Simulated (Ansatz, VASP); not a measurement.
# Two plane-wave programs on In

The input INCAR:

```
ALGO = Normal
EDIFF = 1E-6
ENCUT = 520
GGA = CA
ISIF = 2
ISMEAR = -1
LASPH = T
LCHARG = T
LELF = T
LREAL = F
LVHAR = T
LWAVE = F
NBANDS = 20
NELM = 100
PREC = Accurate
SIGMA = 0.1
```

Contents of KPOINTS:

```
k-points
0
Gamma
  10 10 10
```

POSCAR

```
In
1.0
    0.0000000000      3.2743652192      3.2743652192
    3.2743652192      0.0000000000      3.2743652192
    3.2743652192      3.2743652192      0.0000000000
In
2
Direct
    0.1250000000      0.1250000000      0.1250000000
    0.8750000000      0.8750000000      0.8750000000
```

Input for Ansatz:

```yaml
crystal:
  lattice:
    - [0.0, 3.2743652192, 3.2743652192]
    - [3.2743652192, 0.0, 3.2743652192]
    - [3.2743652192, 3.2743652192, 0.0]
  atoms:
    - { symbol: In, position: [0.125, 0.125, 0.125] }
    - { symbol: In, position: [0.875, 0.875, 0.875] }
hamiltonian:
  xc: lda
  pseudopotentials:
    kind: paw
    azcp:
      In: "pseudopotentials/In.paw.azcp"
basis:
  ecutwfc: 420
  fft_grid_basis: typed
kpoints:
  mp_grid: { grid: [10, 10, 10], shift: [0, 0, 0] }
magnetization:
  spin_polarized: false
scf:
  occupations: { method: fermi_dirac, width: 0.1 }
  lower_state_search: "off"
output:
  stress: true
  write_density: true
  write_potential: true
  elf: true
  volumetric_format: npy
```

Alike in both runs: task single point; functional LDA; k mesh 10 × 10 × 10; occupations fermi-dirac, width 0.1 eV; no spin polarisation.

|  | VASP | Ansatz |
| --- | --- | --- |
| version | VASP 6.6.1 | Ansatz 0.2.0 |
| potentials or method | VASP PAW LDA potentials, release 64 (In_d), cutoff 520 eV | plane waves (420 eV) with PAW, scalar-relativistic |
| valence electrons in the cell | 26 | 26 |

|  | VASP | Ansatz | Ansatz less VASP |
| --- | --- | --- | --- |
| pressure (GPa) | -1.1 | -1.1 | -0.03 |

Ansatz warns that its potentials were made for another functional, while VASP's fit it. LDA's correlation is that of Perdew and Zunger in VASP and of Perdew and Wang (1992) in Ansatz.
